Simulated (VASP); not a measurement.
# AgH8O4F in VASP: single point with PBE+D3(BJ)

Aim: the single point of AgH8O4F with PBE+D3(BJ).

Program: VASP 6.6.1. These are calculated values, not measurements. Logs are shortened: lines on timing, memory, paths and dates and some standing lists are left out, and cuts for length are marked.

## (1) The cell of the first run

The cell holds a disordered packing, 14 atoms: a = 5.474 Å, b = 5.474 Å, c = 5.474 Å, α = 90.00°, β = 90.00°, γ = 90.00°.

## (2) Single point, PBE+D3(BJ)

Contents of INCAR:

```
  PREC = Accurate
  ENCUT = 520
  EDIFF = 1E-6
  ISMEAR = -1
  SIGMA = 0.02
  LREAL = F
  LASPH = T
  NELM = 120
  ALGO = Normal
  ISIF = 2
  LWAVE = F
  LCHARG = F
  GGA = PE
  IVDW = 12
  NBANDS = 42
  GGA_COMPAT = F
```

Contents of KPOINTS:

```
Automatic mesh
0
Gamma
  1 1 1
```

Contents of POSCAR:

```
AgH8O4F
1.0
    5.4737040000      0.0000000000      0.0000000000
    0.0000000000      5.4737040000      0.0000000000
    0.0000000000      0.0000000000      5.4737040000
O H Ag F
4 8 1 1
Direct
    0.7543703496      0.6795946584      0.1830935688
    0.4881338121      0.2578144525      0.6679754696
    0.4108735145      1.0017713782      0.2155761437
    0.8836612283      0.0530719235      0.8838621891
    0.8876987137      0.5729575439      0.2341741534
    0.6059333862      0.6222294812      0.2591846399
    0.3470775913      0.3623323439      0.5980045688
    0.4276080694      0.2241626511      0.8316306472
    0.4443791626      1.0786845617      0.3775322889
    0.2519683198      1.0667547971      0.1689897737
    0.7656789625      0.1672724722      0.8045374759
    0.7959144302     -0.0264354813      1.0204972720
    0.0655314938      0.7941605903      0.6295371471
    0.1851214461      0.4846078633      0.4418945562
```

Potentials or basis: VASP PAW PBE potentials, release 64 (O, H, Ag_sv_GW, F).

Command:

```sh
$ cat potpaw_PBE.64/O/POTCAR potpaw_PBE.64/H/POTCAR potpaw_PBE.64/Ag_sv_GW/POTCAR potpaw_PBE.64/F/POTCAR > POTCAR
$ mpirun -np 1 vasp_gam > vasp.out
```

OUTCAR:

```text
PREC = Accurate
   ENCUT = 520
   EDIFF = 1E-6
   ISMEAR = -1
   LREAL = F
   LASPH = T
   NELM = 120
   ISIF = 2
   GGA = PE
   IVDW = 12
 IVDW          = 12

 ion  position               nearest neighbor table
   1  0.754  0.680  0.183-   6 0.97   5 0.98
   2  0.488  0.258  0.668-   8 0.97   7 1.03
   3  0.411  0.002  0.216-  10 0.97   9 1.00
   4  0.884  0.053  0.884-  12 0.99  11 1.00  13 2.22
   5  0.888  0.573  0.234-   1 0.98
   6  0.606  0.622  0.259-   1 0.97
   7  0.347  0.362  0.598-   2 1.03
   8  0.428  0.224  0.832-   2 0.97
   9  0.444  0.079  0.378-   3 1.00
  10  0.252  0.067  0.169-   3 0.97
  11  0.766  0.167  0.805-   4 1.00
  12  0.796  0.974  0.020-   4 0.99
  13  0.066  0.794  0.630-  14 2.09   4 2.22
  14  0.185  0.485  0.442-  13 2.09

  LATTYP: Found a simple cubic cell.
 ALAT       =     5.4737040000

  Lattice vectors:

 A1 = (   5.4737040000,   0.0000000000,   0.0000000000)
 A2 = (   0.0000000000,   5.4737040000,   0.0000000000)
 A3 = (   0.0000000000,   0.0000000000,   5.4737040000)

Analysis of symmetry for initial positions (statically):
=====================================================================
 Subroutine PRICEL returns:
 Original cell was already a primitive cell.

 Routine SETGRP: Setting up the symmetry group for a
 simple cubic supercell.

 Subroutine GETGRP returns: Found  1 space group operations
 (whereof  1 operations were pure point group operations)
 out of a pool of 48 trial point group operations.

The static configuration has the point symmetry C_1 .

Analysis of symmetry for dynamics (positions and initial velocities):
=====================================================================
 Subroutine PRICEL returns:
 Original cell was already a primitive cell.

 Routine SETGRP: Setting up the symmetry group for a
 simple cubic supercell.

 Subroutine GETGRP returns: Found  1 space group operations
 (whereof  1 operations were pure point group operations)
 out of a pool of 48 trial point group operations.

The dynamic configuration has the point symmetry C_1 .
[... 105 lines left out ...]
   ISIF   =      2    stress and relaxation
   ISYM   =      2    0-nonsym 1-usesym 2-fastsym
   POTIM  = 0.5000    time-step for ionic-motion
   TEBEG  =    0.0;   TEEND  =   0.0 temperature during run
   PSTRESS=    0.0 pullay stress
   NELECT =      58.0000    total number of electrons
   NUPDOWN=      -1.0000    fix difference up-down
   EMIN   =  10.00;   EMAX   =-10.00  energy-range for DOS
   EFERMI =   0.00;   METHOD = LEGACY
   ISMEAR =    -1;   SIGMA  =   0.02  broadening in eV -4-tet -1-fermi 0-gaus
   EFERMI_NEDOS =   21; number of points for ismear=-14 and -15
   IALGO  =     38    algorithm
   IMIX   =      4    mixing-type and parameters
     AMIX     =   0.40;   BMIX     =  1.00
     AMIX_MAG =   1.60;   BMIX_MAG =  1.00
  volume/ion in A,a.u.               =      11.71        79.05
  Fermi-wavevector in a.u.,A,eV,Ry     =   1.157718  2.187770 18.236044  1.340311
  Thomas-Fermi vector in A             =   2.294327
   LORBIT       =      0    0 simple, 1 ext, 2 COOP (PROOUT), +10 PAW based schemes
   GGA     = PE    functional components
   LHFCALC =     F    Hartree Fock is set to
   AEXX    =    0.0000 exact exchange contribution
   IVDW    =    12    specifies the selected vdW correction
   LEPSILON=     F    determine dielectric tensor
   LRPA    =     F    only Hartree local field effects (RPA)
 non-spin polarized calculation
  energy-cutoff  :      520.00
  volume of cell :      164.00
 maximum number of plane-waves:      2193
 NGX is ok and might be reduce to    42
   NGX = 21   NGY = 21   NGZ = 21

 number of electron      57.9999997 magnetization

 Free energy of the ion-electron system (eV)
  ---------------------------------------------------
  ext. energy  EPLUGINS =         0.00000000
  ---------------------------------------------------
  free energy    TOTEN  =       -62.27036894 eV

  energy without entropy =      -62.27036894  energy(sigma->0) =      -62.27036894

 E-fermi :  -2.0320     XC(G=0):  -7.2580

 val. band max:       -2.5384509114   @ k =   0.0000   0.0000   0.0000
 cond. band min:       0.5777133061   @ k =   0.0000   0.0000   0.0000
 fundamental gap:      3.1161642175
 Fermi energy:        -2.0319878322

 k-point     1 :       0.0000    0.0000    0.0000
  band No.  band energies     occupation
      1     -91.4669      2.00000
      2     -55.0250      2.00000
      3     -54.9771      2.00000
      4     -54.9486      2.00000
      5     -23.5594      2.00000
      6     -21.8789      2.00000
[... 33 lines left out ...]
     40       8.9978      0.00000
     41       9.1897      0.00000
 [bands above 41 left out]

------------------------ aborting loop because EDIFF is reached ----------------------------------------

 Edisp (eV)   -0.69421

 E8    (eV) :    -0.1847

  FORCE on cell =-STRESS in cart. coord.  units (eV):
  Direction    XX          YY          ZZ          XY          YZ          ZX
  --------------------------------------------------------------------------------------
  -------------------------------------------------------------------------------------
  Total      -1.42795     0.34786    -1.71323    -0.60861    -1.04978     0.13360
  in kB     -13.95014     3.39834   -16.73715    -5.94578   -10.25568     1.30516
  external pressure =       -9.10 kB  Pullay stress =        0.00 kB

 VOLUME and BASIS-vectors are now :
 -----------------------------------------------------------------------------
  energy-cutoff  :      520.00
  volume of cell :      164.00
      direct lattice vectors                 reciprocal lattice vectors
     5.473704000  0.000000000  0.000000000     0.182691647  0.000000000  0.000000000
     0.000000000  5.473704000  0.000000000     0.000000000  0.182691647  0.000000000
     0.000000000  0.000000000  5.473704000     0.000000000  0.000000000  0.182691647

 POSITION                                       TOTAL-FORCE (eV/Angst)
 -----------------------------------------------------------------------------------
      4.12920      3.71990      1.00220         0.722689      0.086956     -0.197888
      2.67190      1.41120      3.65630        -0.326776      0.075249      0.255398
      2.24900      0.00970      1.18000        -0.234209      0.407472      0.320442
      4.83690      0.29050      4.83800         0.240131      0.364519     -0.184202
      4.85900      3.13620      1.28180         0.052039     -0.194415      0.118091
      3.31670      3.40590      1.41870        -0.405262      0.000867      0.164053
      1.89980      1.98330      3.27330         0.571866     -0.008161     -0.384615
      2.34060      1.22700      4.55210         0.018946     -0.264016      0.276062
      2.43240      0.43070      2.06650        -0.029781     -0.193409     -0.388732
      1.37920      0.36540      0.92500        -0.124802      0.021566      0.039461
      4.19110      0.91560      4.40380         0.335017     -0.381122     -0.024119
      4.35660      5.32900      0.11220        -0.009945     -0.455274     -0.236561
      0.35870      4.34700      3.44590        -0.519111      0.349583      0.577041
      1.01330      2.65260      2.41880        -0.290804      0.190184     -0.334433
 -----------------------------------------------------------------------------------
    total drift:                               -0.000516      0.000839      0.000422

  FREE ENERGIE OF THE ION-ELECTRON SYSTEM (eV)
  ---------------------------------------------------
  free  energy   TOTEN  =       -62.9645828725 eV

  energy  without entropy=      -62.9645828725  energy(sigma->0) =      -62.96458287
```

It took 13 s on 1 thread of Intel Xeon Platinum 8488C (Sapphire Rapids), shared host; peak memory 0.26 GiB.

Results:

- Free energy: -62.9646 eV
- Pressure: -0.9 GPa
- Largest force: 0.851 eV/Å
- Dispersion energy per atom: -0.050 eV

Forces in eV/Å, atoms in the order of the input:
```
O    0.723  0.087 -0.198
O   -0.327  0.075  0.255
O   -0.234  0.407  0.320
O    0.240  0.365 -0.184
H    0.052 -0.194  0.118
H   -0.405  0.001  0.164
H    0.572 -0.008 -0.385
H    0.019 -0.264  0.276
H   -0.030 -0.193 -0.389
H   -0.125  0.022  0.039
H    0.335 -0.381 -0.024
H   -0.010 -0.455 -0.237
Ag  -0.519  0.350  0.577
F   -0.291  0.190 -0.334
```

Stress tensor (GPa, compression positive):
```
-1.40 -0.59  0.13
-0.59  0.34 -1.03
 0.13 -1.03 -1.67
```

Levels at points of the mesh, in eV from the Fermi level:
```
           k point  band 25  band 26  band 27  band 28  band 29  band 30  band 31  band 32  band 33  band 34
(0.00, 0.00, 0.00)    -1.49    -1.38    -1.20    -0.98    -0.51     2.61     6.58     6.78     7.00     8.38
```

Caveat: the k points lie up to 1.15 Å⁻¹ apart, too coarse for converged energies, forces and pressures.
